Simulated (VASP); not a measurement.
# Ge (Cmcm) in VASP: further runs

The runs below take Ge through single point, with PBEsol.

Program: VASP 6.6.1. These are calculated values, not measurements. Logs are shortened: lines on timing, memory, paths and dates and some standing lists are left out, and cuts for length are marked.

### 1 The cell of the first run

It takes space group Cmcm (No. 63, orthorhombic). Conventional cell: a = 3.206 Å, b = 5.590 Å, c = 4.074 Å, α = 90.00°, β = 90.00°, γ = 90.00°. Ge (site symmetry m2m) has 12 Ge at 2.75 to 3.22 Å within 3.6 Å.

This isn't the form of Ge at room conditions, which is diamond.

### 2 Single point, PBEsol

File INCAR:

```
SYSTEM = Ge
  PREC = Accurate
  ENCUT = 520
  EDIFF = 1E-6
  ISMEAR = 0
  SIGMA = 0.15
  LREAL = .False.
  LASPH = .True.
  NELM = 80
  ALGO = Normal
  ISIF = 2
  LWAVE = .False.
  LCHARG = .False.
  GGA = PS
  NBANDS = 21
```

File KPOINTS:

```
regular mesh
0
Gamma
  20 20 12
  0 0 0
```

File POSCAR:

```
Ge
1.0
    1.6029564211     -2.7950446528      0.0000000000
    1.6029564211      2.7950446528      0.0000000000
    0.0000000000      0.0000000000      4.0741185482
Ge
2
Direct
    0.6665533700      0.3334466300      0.2500000000
    0.3334466300      0.6665533700      0.7500000000
```

Potentials or basis: VASP PAW PBE potentials, release 64 (Ge_d).

Launch:

```sh
cat potpaw_PBE.64/Ge_d/POTCAR > POTCAR
mpirun -np 1 vasp_std > vasp.out
```

OUTCAR:

```text
SYSTEM = Ge
   PREC = Accurate
   ENCUT = 520
   EDIFF = 1E-6
   ISMEAR = 0
   LREAL = .False.
   LASPH = .True.
   NELM = 80
   ISIF = 2
   GGA = PS

 ion  position               nearest neighbor table
   1  0.667  0.333  0.250-   2 2.75   2 2.75   2 2.75   2 2.75   2 2.76   2 2.76
   2  0.333  0.667  0.750-   1 2.75   1 2.75   1 2.75   1 2.75   1 2.76   1 2.76

  LATTYP: Found a base centered orthorhombic cell.
 ALAT       =     3.2059128422
 B/A-ratio  =     1.7436809984
 C/A-ratio  =     1.2708138832

  Lattice vectors:

 A1 = (   1.6029564211,  -2.7950446528,   0.0000000000)
 A2 = (   1.6029564211,   2.7950446528,   0.0000000000)
 A3 = (   0.0000000000,   0.0000000000,   4.0741185482)

Analysis of symmetry for initial positions (statically):
=====================================================================
 Subroutine PRICEL returns:
 Original cell was already a primitive cell.

 Routine SETGRP: Setting up the symmetry group for a
 base centered orthorhombic supercell.

 Subroutine GETGRP returns: Found  8 space group operations
 (whereof  4 operations were pure point group operations)
 out of a pool of  8 trial point group operations.

The static configuration has the point symmetry C_2h.
 The point group associated with its full space group is D_2h.

Analysis of symmetry for dynamics (positions and initial velocities):
=====================================================================
 Subroutine PRICEL returns:
 Original cell was already a primitive cell.

 Routine SETGRP: Setting up the symmetry group for a
 base centered orthorhombic supercell.

 Subroutine GETGRP returns: Found  8 space group operations
 (whereof  4 operations were pure point group operations)
 out of a pool of  8 trial point group operations.

The dynamic configuration has the point symmetry C_2h.
 The point group associated with its full space group is D_2h.

 Subroutine INISYM returns: Found  8 space group operations
 (whereof  4 operations are pure point group operations),
 and found     1 'primitive' translations

----------------------------------------------------------------------------------------

                                     Primitive cell

  volume of cell :      36.5068

  direct lattice vectors                    reciprocal lattice vectors
     1.602956421 -2.795044653  0.000000000     0.311923639 -0.178888019  0.000000000
     1.602956421  2.795044653  0.000000000     0.311923639  0.178888019  0.000000000
     0.000000000  0.000000000  4.074118548     0.000000000  0.000000000  0.245451866

  length of vectors
[... 82 lines left out ...]
   EDIFF  = 0.1E-05   stopping-criterion for ELM
   LREAL  =      F    real-space projection
   EDIFFG = 0.1E-04   stopping-criterion for IOM
   NSW    =      0    number of steps for IOM
   IBRION =     -1    ionic relax: 0-MD 1-quasi-New 2-CG
   NFREE  =      0    steps in history (QN), initial steepest desc. (CG)
   ISIF   =      2    stress and relaxation
   ISYM   =      2    0-nonsym 1-usesym 2-fastsym
   POTIM  = 0.5000    time-step for ionic-motion
   TEBEG  =    0.0;   TEEND  =   0.0 temperature during run
   PSTRESS=    0.0 pullay stress
   NELECT =      28.0000    total number of electrons
   NUPDOWN=      -1.0000    fix difference up-down
   EMIN   =  10.00;   EMAX   =-10.00  energy-range for DOS
   EFERMI =   0.00;   METHOD = LEGACY
   ISMEAR =     0;   SIGMA  =   0.15  broadening in eV -4-tet -1-fermi 0-gaus
   EFERMI_NEDOS =   21; number of points for ismear=-14 and -15
   IALGO  =     38    algorithm
   IMIX   =      4    mixing-type and parameters
     AMIX     =   0.40;   BMIX     =  1.00
     AMIX_MAG =   1.60;   BMIX_MAG =  1.00
  volume/ion in A,a.u.               =      18.25       123.18
  Fermi-wavevector in a.u.,A,eV,Ry     =   1.498544  2.831837 30.553703  2.245634
  Thomas-Fermi vector in A             =   2.610289
   LORBIT       =      0    0 simple, 1 ext, 2 COOP (PROOUT), +10 PAW based schemes
   GGA     = PS    functional components
   LHFCALC =     F    Hartree Fock is set to
   AEXX    =    0.0000 exact exchange contribution
   IVDW    =     0    specifies the selected vdW correction
   LEPSILON=     F    determine dielectric tensor
   LRPA    =     F    only Hartree local field effects (RPA)
 non-spin polarized calculation
 Gauss-broadening in eV      SIGMA  =   0.15
  energy-cutoff  :      520.00
  volume of cell :       36.51
 maximum number of plane-waves:      1004
   NGX = 11   NGY = 11   NGZ = 15

 number of electron      28.0000004 magnetization

 Free energy of the ion-electron system (eV)
  ---------------------------------------------------
  ext. energy  EPLUGINS =         0.00000000
  ---------------------------------------------------
  free energy    TOTEN  =        -9.21169370 eV

  energy without entropy =       -9.20095115  energy(sigma->0) =       -9.20632243

 E-fermi :   7.0462     XC(G=0): -11.5743

 val. band max:        7.0445476532   @ k =  -0.2000   0.1500   0.0833
 cond. band min:       7.0479735665   @ k =   0.5000   0.4500   0.1667
 fundamental gap:      0.0034259133
 Fermi energy:         7.0461846371

 k-point     1 :       0.0000    0.0000    0.0000
  band No.  band energies     occupation
      1     -17.7163      2.00000
      2     -17.7160      2.00000
      3     -17.7097      2.00000
      4     -17.6830      2.00000
      5     -17.6804      2.00000
      6     -17.6687      2.00000
[... 565 lines left out ...]
     20      17.8994      0.00000
     21      20.6103      0.00000

 [... further k-points ...]

------------------------ aborting loop because EDIFF is reached ----------------------------------------

  FORCE on cell =-STRESS in cart. coord.  units (eV):
  Direction    XX          YY          ZZ          XY          YZ          ZX
  --------------------------------------------------------------------------------------
  -------------------------------------------------------------------------------------
  Total        0.5739460      0.6181089      0.4717703      0.0000000      0.0000000      0.0000000
  in kB       25.1887987     27.1269808     20.7046082      0.0000000      0.0000000      0.0000000
  external PRESSURE =      24.3401292 kB  Pullay stress =       0.0000000 kB

 VOLUME and BASIS-vectors are now :
 -----------------------------------------------------------------------------
  energy-cutoff  :      520.00
  volume of cell :       36.51
      direct lattice vectors                 reciprocal lattice vectors
     1.602956421 -2.795044653  0.000000000     0.311923639 -0.178888019  0.000000000
     1.602956421  2.795044653  0.000000000     0.311923639  0.178888019  0.000000000
     0.000000000  0.000000000  4.074118548     0.000000000  0.000000000  0.245451866

 POSITION                                       TOTAL-FORCE (eV/Angst)
 -----------------------------------------------------------------------------------
      1.60296     -0.93105      1.01853         0.000000      0.015113     -0.000000
      1.60296      0.93105      3.05559         0.000000     -0.015113      0.000000
 -----------------------------------------------------------------------------------
    total drift:                               -0.000000     -0.000000      0.000000

  FREE ENERGIE OF THE ION-ELECTRON SYSTEM (eV)
  ---------------------------------------------------
  free  energy   TOTEN  =        -9.2116936993 eV

  energy  without entropy=       -9.2009511519  energy(sigma->0) =       -9.20632243
```

OSZICAR:

```text
N       E                     dE             d eps       ncg     rms          rms(c)
DAV:   1     0.173754481120E+03    0.17375E+03   -0.14196E+04 37723   0.382E+03
DAV:   2     0.141056068371E+02   -0.15965E+03   -0.15470E+03 32824   0.583E+02
DAV:   3    -0.863871723111E+01   -0.22744E+02   -0.22542E+02 36961   0.131E+02
DAV:   4    -0.925589277238E+01   -0.61718E+00   -0.61661E+00 36559   0.251E+01
DAV:   5    -0.926494328128E+01   -0.90505E-02   -0.90503E-02 37054   0.331E+00    0.193E+00
DAV:   6    -0.922741057136E+01    0.37533E-01   -0.32001E-02 44816   0.315E+00    0.103E+00
DAV:   7    -0.921218323216E+01    0.15227E-01   -0.19165E-02 44700   0.209E+00    0.104E-01
DAV:   8    -0.921168325688E+01    0.49998E-03   -0.23974E-03 38870   0.808E-01    0.355E-02
DAV:   9    -0.921169175302E+01   -0.84961E-05   -0.60139E-05 35736   0.905E-02    0.118E-02
DAV:  10    -0.921169374537E+01   -0.19923E-05   -0.21093E-06 32175   0.163E-02    0.127E-03
DAV:  11    -0.921169369933E+01    0.46037E-07   -0.36824E-07 20337   0.103E-02
   1 F= -.92116937E+01 E0= -.92063224E+01  d E =-.107425E-01
```

stdout:

```text
POSCAR found type information on POSCAR Ge
 POSCAR found :  1 types and       2 ions
 scaLAPACK will be used
 -----------------------------------------------------------------------------
|                                                                             |
|                                                                             |
|     You enforced a specific xc type in the INCAR file but a different       |
|     I HOPE YOU KNOW WHAT YOU ARE DOING!                                     |
|                                                                             |
 -----------------------------------------------------------------------------

 LDA part: xc-table for (Slater+PW92), standard interpolation
 POSCAR, INCAR and KPOINTS ok, starting setup
 FFT: planning ... GRIDC
 FFT: planning ... GRID_SOFT
 FFT: planning ... GRID
 WAVECAR not read
 entering main loop
```

It took 2.4 min on 1 thread of Intel Xeon 6975P-C (Granite Rapids), shared host; peak memory 0.52 GiB.

Results:

- Free energy: -9.2117 eV
- Pressure: 2.4 GPa
- Largest force: 0.015 eV/Å
- Band gap on the k mesh: zero (bands 14 and 15 overlap by 8.52 eV)

Forces on the atoms (eV/Å):
```
Ge   0.000  0.015  0.000
Ge   0.000 -0.015  0.000
```

Caveat: the PAW data sets were made with another functional, which shifts forces and pressure a little.

### 3 Single point, PBEsol

This run uses another cell than the first one, of the same volume but with other edges.

File INCAR:

```
PREC     = Accurate       # precision mode
ENCUT    = 520            # plane-wave cutoff, eV
EDIFF    = 1E-6           # SCF threshold, eV
ISMEAR   = 0              # smearing method
SIGMA    = 0.15           # smearing width, eV
LREAL    = F              # projectors in reciprocal space
LASPH    = T              # aspherical terms in the spheres
NELM     = 60             # most SCF steps
ALGO     = Normal         # electronic algorithm
ISIF     = 2              # what is computed and relaxed
LWAVE    = F              # write WAVECAR
LCHARG   = F              # write CHGCAR
GGA      = PS             # functional
NBANDS   = 21             # bands
```

File KPOINTS:

```
regular mesh
0
Gamma
  20 20 12
```

File POSCAR:

```
Ge
1.0
    1.3634438598     -2.3774111507      0.0000000000
    1.3634438598      2.3774111507      0.0000000000
    0.0000000000      0.0000000000      5.6312210043
Ge
2
Direct
    0.6665533700      0.3334466300      0.2500000000
    0.3334466300      0.6665533700      0.7500000000
```

Potentials or basis: VASP PAW PBE potentials, release 64 (Ge_d).

Launch:

```sh
cat potpaw_PBE.64/Ge_d/POTCAR > POTCAR
mpirun -np 1 vasp_std > vasp.out
```

Run time: 2.7 min. Hardware: 1 thread of Intel Xeon 6975P-C (Granite Rapids), shared host; peak memory 0.52 GiB.

The run converged. Its results:

* Free energy: -9.1110 eV
* Pressure: 4.1 GPa
* Band gap on the k mesh: zero (bands 14 and 15 overlap by 7.34 eV)

Forces in eV/Å, atoms in the order of the input:
```
Ge   0.000 -0.003  0.000
Ge   0.000  0.003  0.000
```

Stress tensor (GPa, compression positive):
```
 8.98  0.00  0.00
 0.00  9.04  0.00
 0.00  0.00 -5.60
```

Levels at points of the mesh, in eV from the Fermi level:
```
           k point  band 12  band 13  band 14  band 15  band 16  band 17
(0.00, 0.00, 0.00)   -10.65    -6.25     4.17     8.48    10.43    10.58
(0.50, 0.00, 0.00)    -6.50    -4.04    -3.63    -0.39     1.49     5.06
(0.50, 0.50, 0.00)    -6.56    -4.10    -3.66    -0.46     1.43     5.26
(0.00, 0.00, 0.50)   -12.59    -2.01    -2.01    11.00    11.00    11.15
(0.50, 0.00, 0.50)    -6.35    -5.18    -5.18     3.06     3.06     5.99
(0.50, 0.50, 0.50)    -6.44    -5.21    -5.21     2.99     2.99     6.19
```

Caveat: the stress differs along the axes, from -6 to 9 GPa; the PAW data sets were made with another functional, which shifts forces and pressure a little.
